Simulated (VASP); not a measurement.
# LiCl in VASP: further runs

LiCl is run at these levels: PBE, r2SCAN; tasks: single point.

Program: VASP 6.6.1. These are calculated values, not measurements. Logs are shortened: lines on timing, memory, paths and dates and some standing lists are left out, and cuts for length are marked.

### 1 The cell of the first run

It takes space group I-4m2 (No. 119, tetragonal). The conventional cell has a = 3.865 Å, b = 3.865 Å, c = 5.745 Å, α = 90.00°, β = 90.00°, γ = 90.00°. Within 3.2 Å of Li (site symmetry -4m2) lie 4 Cl at 2.41 Å. Cl (site symmetry -4m2) has 4 Li at 2.41 Å within 3.2 Å.

### 2 Single point, PBE (uniaxial z strain +5.1%)

INCAR

```
PREC = Accurate
ENCUT = 520
EDIFF = 1E-7
ISMEAR = -1
SIGMA = 0.02
LREAL = False
LASPH = True
NELM = 100
ALGO = Normal
ISIF = 2
LWAVE = False
LCHARG = False
GGA = PE
NBANDS = 12
```

KPOINTS

```
regular mesh
0
Gamma
  8 8 8
```

POSCAR

```
LiCl
1.0
    0.0000000000      2.7330425468      2.8727010210
    2.7330425468      0.0000000000      2.8727010210
    2.7330425468      2.7330425468      0.0000000000
Li Cl
1 1
Direct
    0.0000000000      0.0000000000      0.0000000000
    0.2500000000      0.2500000000      0.2500000000
```

Potentials or basis: VASP PAW PBE potentials, release 64 (Li_sv, Cl).

Started as:

```bash
> cat potpaw_PBE.64/Li_sv/POTCAR potpaw_PBE.64/Cl/POTCAR > POTCAR
> mpirun -np 1 vasp_std > vasp.out
```

OUTCAR:

```text
PREC = Accurate
   ENCUT = 520
   EDIFF = 1E-7
   ISMEAR = -1
   LREAL = False
   LASPH = True
   NELM = 100
   ISIF = 2
   GGA = PE

 ion  position               nearest neighbor table
   1  0.000  0.000  0.000-   2 2.41   2 2.41   2 2.41   2 2.41
   2  0.250  0.250  0.250-   1 2.41   1 2.41   1 2.41   1 2.41

  LATTYP: Found a body centered tetragonal cell.
 ALAT       =     3.8651058362
 C/A-ratio  =     1.4864798754

  Lattice vectors:

 A1 = (  -2.7330425468,   0.0000000000,   2.8727010210)
 A2 = (   2.7330425468,   0.0000000000,   2.8727010210)
 A3 = (   0.0000000000,   2.7330425468,  -2.8727010210)

Analysis of symmetry for initial positions (statically):
=====================================================================
 Subroutine PRICEL returns:
 Original cell was already a primitive cell.

 Routine SETGRP: Setting up the symmetry group for a
 body centered tetragonal supercell.

 Subroutine GETGRP returns: Found  8 space group operations
 (whereof  8 operations were pure point group operations)
 out of a pool of 16 trial point group operations.

The static configuration has the point symmetry D_2d.

Analysis of symmetry for dynamics (positions and initial velocities):
=====================================================================
 Subroutine PRICEL returns:
 Original cell was already a primitive cell.

 Routine SETGRP: Setting up the symmetry group for a
 body centered tetragonal supercell.

 Subroutine GETGRP returns: Found  8 space group operations
 (whereof  8 operations were pure point group operations)
 out of a pool of 16 trial point group operations.

The dynamic configuration has the point symmetry D_2d.

 Subroutine INISYM returns: Found  8 space group operations
 (whereof  8 operations are pure point group operations),
 and found     1 'primitive' translations

----------------------------------------------------------------------------------------

                                     Primitive cell

  volume of cell :      42.9154

  direct lattice vectors                    reciprocal lattice vectors
     0.000000000  2.733042547  2.872701021    -0.182946292  0.182946292  0.174052223
     2.733042547  0.000000000  2.872701021     0.182946292 -0.182946292  0.174052223
     2.733042547  2.733042547  0.000000000     0.182946292  0.182946292 -0.174052223

  length of vectors
     3.965089245  3.965089245  3.865105836     0.311821853  0.311821853  0.311821853

  position of ions in fractional coordinates (direct lattice)
     0.000000000  0.000000000  0.000000000
     0.250000000  0.250000000  0.250000000

  ion indices of the primitive-cell ions
   primitive index   ion index
                 1           1
                 2           2

----------------------------------------------------------------------------------------

 KPOINTS: regular mesh

Automatic generation of k-mesh.
 Grid dimensions read from file:
 generate k-points for:    8    8    8

 Generating k-lattice:

  Cartesian coordinates                     Fractional coordinates (reciprocal lattice)
    -0.022868287  0.022868287  0.021756528     0.125000000 -0.000000000  0.000000000
     0.022868287 -0.022868287  0.021756528    -0.000000000  0.125000000  0.000000000
     0.022868287  0.022868287 -0.021756528     0.000000000  0.000000000  0.125000000

  Length of vectors
     0.038977732  0.038977732  0.038977732

  Shift w.r.t. Gamma in fractional coordinates (k-lattice)
     0.000000000  0.000000000  0.000000000

 Subroutine IBZKPT returns following result:
 ===========================================

 Found     59 irreducible k-points:

 Following reciprocal coordinates:
            Coordinates               Weight
  0.000000  0.000000  0.000000      1.000000
  0.125000 -0.000000  0.000000      8.000000
  0.250000 -0.000000  0.000000      8.000000
  0.375000 -0.000000  0.000000      8.000000
  0.500000 -0.000000  0.000000      4.000000
  0.125000  0.125000  0.000000      2.000000
[... 16 lines left out ...]
  0.250000 -0.000000  0.125000     16.000000
  0.375000 -0.000000  0.125000     16.000000
 [... further k-points ...]
   k-points           NKPTS =     59   k-points in BZ     NKDIM =     59   number of bands    NBANDS=     12
   number of dos      NEDOS =    301   number of ions     NIONS =      2
   total plane-waves  NPLWV =  27000
   dimension x,y,z NGX =    30 NGY =   30 NGZ =   30
   dimension x,y,z NGXF=    60 NGYF=   60 NGZF=   60
   ions per type =               1   1
   NGX,Y,Z   is equivalent  to a cutoff of  12.58, 12.58, 12.90 a.u.
   NGXF,Y,Z  is equivalent  to a cutoff of  25.16, 25.16, 25.81 a.u.
 SYSTEM =  unknown system
   PREC   = accura    normal or accurate (medium, high low for compatibility)
   ISTART =      0    job   : 0-new  1-cont  2-samecut
   ICHARG =      2    charge: 1-file 2-atom 10-const
   ISPIN  =      1    spin polarized calculation?
   LNONCOLLINEAR =      F non collinear calculations
   LSORBIT =      F    spin-orbit coupling
   LASPH  =      T    aspherical Exc in radial PAW
   ENCUT  =  520.0 eV  38.22 Ry    6.18 a.u.   7.37  7.37  7.19*2*pi/ulx,y,z
   NELM   =    100;   NELMIN=  2; NELMDL= -5     # of ELM steps
   EDIFF  = 0.1E-06   stopping-criterion for ELM
   LREAL  =      F    real-space projection
   EDIFFG = 0.1E-05   stopping-criterion for IOM
   NSW    =      0    number of steps for IOM
   IBRION =     -1    ionic relax: 0-MD 1-quasi-New 2-CG
   NFREE  =      0    steps in history (QN), initial steepest desc. (CG)
   ISIF   =      2    stress and relaxation
   ISYM   =      2    0-nonsym 1-usesym 2-fastsym
   POTIM  = 0.5000    time-step for ionic-motion
   TEBEG  =    0.0;   TEEND  =   0.0 temperature during run
   PSTRESS=    0.0 pullay stress
   NELECT =      10.0000    total number of electrons
   NUPDOWN=      -1.0000    fix difference up-down
   EMIN   =  10.00;   EMAX   =-10.00  energy-range for DOS
   EFERMI =   0.00;   METHOD = LEGACY
   ISMEAR =    -1;   SIGMA  =   0.02  broadening in eV -4-tet -1-fermi 0-gaus
   EFERMI_NEDOS =   21; number of points for ismear=-14 and -15
   IALGO  =     38    algorithm
   IMIX   =      4    mixing-type and parameters
     AMIX     =   0.40;   BMIX     =  1.00
     AMIX_MAG =   1.60;   BMIX_MAG =  1.00
  volume/ion in A,a.u.               =      21.46       144.80
  Fermi-wavevector in a.u.,A,eV,Ry     =   1.007404  1.903718 13.808053  1.014863
  Thomas-Fermi vector in A             =   2.140207
   LORBIT       =      0    0 simple, 1 ext, 2 COOP (PROOUT), +10 PAW based schemes
   GGA     = PE    functional components
   LHFCALC =     F    Hartree Fock is set to
   AEXX    =    0.0000 exact exchange contribution
   IVDW    =     0    specifies the selected vdW correction
   LEPSILON=     F    determine dielectric tensor
   LRPA    =     F    only Hartree local field effects (RPA)
 non-spin polarized calculation
  energy-cutoff  :      520.00
  volume of cell :       42.92
 maximum number of plane-waves:      1174
 NGX is ok and might be reduce to    30
   NGX = 15   NGY = 15   NGZ = 15

 number of electron      10.0000007 magnetization

 Free energy of the ion-electron system (eV)
  ---------------------------------------------------
  ext. energy  EPLUGINS =         0.00000000
  ---------------------------------------------------
  free energy    TOTEN  =        -7.42357211 eV

  energy without entropy =       -7.42357211  energy(sigma->0) =       -7.42357211

 E-fermi :  -0.8248     XC(G=0):  -7.5321

 val. band max:       -1.3824815963   @ k =   0.0000   0.0000   0.0000
 cond. band min:       4.4639775962   @ k =   0.0000   0.0000   0.0000
 fundamental gap:      5.8464591925
 Fermi energy:        -0.8248165068

 k-point     1 :       0.0000    0.0000    0.0000
  band No.  band energies     occupation
      1     -44.3841      2.00000
      2     -14.0439      2.00000
      3      -1.4806      2.00000
      4      -1.3825      2.00000
      5      -1.3825      2.00000
      6       4.4640      0.00000
      7       8.6640      0.00000
      8       8.7281      0.00000
      9       8.7281      0.00000
     10      12.5358      0.00000
     11      13.3696      0.00000
     12      15.3125      0.00000

 k-point     2 :       0.1250   -0.0000    0.0000
  band No.  band energies     occupation
      1     -44.3839      2.00000
      2     -14.0076      2.00000
      3      -1.7623      2.00000
      4      -1.4949      2.00000
      5      -1.4161      2.00000
      6       4.8611      0.00000
      7       8.7422      0.00000
      8       8.8614      0.00000
      9       8.9050      0.00000
     10      12.1329      0.00000
     11      12.7903      0.00000
     12      15.0535      0.00000

 k-point     3 :       0.2500   -0.0000    0.0000
  band No.  band energies     occupation
      1     -44.3835      2.00000
      2     -13.9171      2.00000
      3      -2.4652      2.00000
      4      -1.6164      2.00000
      5      -1.4938      2.00000
      6       5.7174      0.00000
      7       8.7775      0.00000
      8       9.0750      0.00000
      9       9.1836      0.00000
     10      12.1535      0.00000
     11      12.4318      0.00000
     12      14.5150      0.00000
[... 286 lines left out ...]
 k-point    23 :       0.2500   -0.0000    0.1250
  band No.  band energies     occupation
      1     -44.3835      2.00000
      2     -13.9189      2.00000
      3      -2.2622      2.00000
      4      -1.7087      2.00000
      5      -1.5972      2.00000
      6       5.6195      0.00000
      7       8.7543      0.00000
      8       9.1343      0.00000
      9       9.3890      0.00000
     10      11.1142      0.00000
     11      13.0774      0.00000
     12      15.5954      0.00000

 k-point    24 :       0.3750   -0.0000    0.1250
  band No.  band energies     occupation
      1     -44.3831      2.00000
      2     -13.8252      2.00000
      3      -2.8702      2.00000
      4      -1.8167      2.00000
      5      -1.6856      2.00000
      6       6.3944      0.00000
      7       8.6252      0.00000
      8       9.1328      0.00000
      9       9.4353      0.00000
     10      11.9251      0.00000
     11      13.8511      0.00000
     12      15.2356      0.00000

 [... further k-points ...]
[... 5 lines left out ...]
  --------------------------------------------------------------------------------------
  -------------------------------------------------------------------------------------
  Total       -0.1153657     -0.1153657     -0.2715042      0.0000000      0.0000000     -0.0000000
  in kB       -4.3069912     -4.3069912    -10.1361701      0.0000000      0.0000000     -0.0000000
  external PRESSURE =      -6.2500508 kB  Pullay stress =       0.0000000 kB

 VOLUME and BASIS-vectors are now :
 -----------------------------------------------------------------------------
  energy-cutoff  :      520.00
  volume of cell :       42.92
      direct lattice vectors                 reciprocal lattice vectors
     0.000000000  2.733042547  2.872701021    -0.182946292  0.182946292  0.174052223
     2.733042547  0.000000000  2.872701021     0.182946292 -0.182946292  0.174052223
     2.733042547  2.733042547  0.000000000     0.182946292  0.182946292 -0.174052223

 POSITION                                       TOTAL-FORCE (eV/Angst)
 -----------------------------------------------------------------------------------
      0.00000      0.00000      0.00000        -0.000000     -0.000000     -0.000000
      1.36652      1.36652      1.43635         0.000000      0.000000      0.000000
 -----------------------------------------------------------------------------------
    total drift:                               -0.000000     -0.000000     -0.000000

  FREE ENERGIE OF THE ION-ELECTRON SYSTEM (eV)
  ---------------------------------------------------
  free  energy   TOTEN  =        -7.4235721055 eV

  energy  without entropy=       -7.4235721055  energy(sigma->0) =       -7.42357211
```

It took 14 s on 1 thread of Intel Xeon 6975P-C (Granite Rapids), shared host; peak memory 0.17 GiB.

What came out:

- Free energy: -7.4236 eV
- Band gap on the k mesh: 5.85 eV, direct

Caveat: the cell differs from its parent crystal (uniaxial z strain +5.1%); the cutoff is under 1.25 times the usual one of these potentials, so pressure, stress and relaxed cells hold a basis-set (Pulay) error. A k mesh can miss the band edges.

### 3 Single point, PBE (strain along [111] -2.1%)

INCAR

```
  PREC = Accurate
  ENCUT = 520
  EDIFF = 1E-7
  ISMEAR = -1
  SIGMA = 0.02
  LREAL = False
  LASPH = True
  NELM = 80
  ALGO = Normal
  ISIF = 2
  LWAVE = False
  LCHARG = False
  GGA = PE
  NBANDS = 12
```

KPOINTS

```
Automatic mesh
0
Gamma
  8 8 8
```

POSCAR

```
LiCl
1.0
   -0.0391736098      2.6938689370      2.6938689370
    2.6938689370     -0.0391736098      2.6938689370
    2.6938689370      2.6938689370     -0.0391736098
Li Cl
1 1
Direct
   -0.0014361518     -0.0014361518     -0.0014361518
    0.2514361518      0.2514361518      0.2514361518
```

Potentials or basis: VASP PAW PBE potentials, release 64 (Li_sv, Cl).

Started as:

```bash
> cat potpaw_PBE.64/Li_sv/POTCAR potpaw_PBE.64/Cl/POTCAR > POTCAR
> mpirun -np 1 vasp_std > vasp.out
```

It took 12 s on 1 thread of Intel Xeon 6975P-C (Granite Rapids), shared host; peak memory 0.16 GiB.

It converged, with:

```
Free energy            : -7.4186 eV
Largest force          : 0.003 eV/Å
Band gap on the k mesh : 6.07 eV, direct
```

Forces on the atoms (eV/Å):
```
Li  -0.002 -0.002 -0.002
Cl   0.002  0.002  0.002
```

Levels at points of the mesh, in eV from the valence-band top:
```
           k point  band 1  band 2  band 3  band 4  band 5  band 6  band 7  band 8  band 9  band 10
(0.00, 0.00, 0.00)  -42.85  -12.84   -0.09   -0.09    0.00    6.07   10.06   10.06   10.33    14.54
(0.50, 0.00, 0.00)  -42.85  -12.54   -2.16   -0.37   -0.32    8.39   10.30   10.41   10.80    16.01
(0.50, 0.50, 0.00)  -42.85  -12.43   -1.76   -0.98   -0.88    6.57    9.62   13.64   14.01    14.09
(0.50, 0.50, 0.50)  -42.85  -12.51   -2.16   -0.41   -0.41    8.39   10.20   10.20   10.86    16.29
```

Caveat: the cell differs from its parent crystal (strain along [111] -2.1%); the cutoff is under 1.25 times the usual one of these potentials, so pressure, stress and relaxed cells hold a basis-set (Pulay) error. A k mesh can miss the band edges.

(Part 1 of 2 ends here.)
